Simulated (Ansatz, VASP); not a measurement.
# One calculation of SiO2, two programs

```xyz
6
Lattice="4.1852 0.0000 0.0000 0.0000 4.1852 0.0000 0.0000 0.0000 2.6688" Properties=species:S:1:pos:R:3 pbc="T T T"
Si    0.0000    0.0000    0.0000
Si    2.0926    2.0926    1.3344
O     1.2811    1.2811    0.0000
O     0.8115    3.3737    1.3344
O     2.9041    2.9041    0.0000
O     3.3737    0.8115    1.3344
```

Alike in both runs: task single point; functional r2SCAN; k mesh 6 × 6 × 10; no spin polarisation.

|  | VASP | Ansatz |
| --- | --- | --- |
| version | VASP 6.6.1 | Ansatz 0.2.0 |
| potentials or method | VASP PAW PBE potentials, release 64 (Si, O) | plane waves, PAW |
| plane-wave cutoff (eV) | 520 | 500 |
| occupations | gaussian, width 0.01 eV | fixed |
| valence electrons in the cell | 32 | 32 |

```csv
,VASP,Ansatz,Ansatz less VASP
gap on the k mesh at the Fermi level (eV),6.51,6.51,+0.003
pressure (GPa),0.4,0.0,-0.41
"traceless stress, the component that is largest in VASP (GPa)",0.60,0.00,-0.599
rms of the force components (eV/Å),0.010,0.000,-0.0101
```

VASP's potentials were made for PBE, not for r2SCAN. Atom by atom the forces differ by 0.010 eV/Å (rms over components).
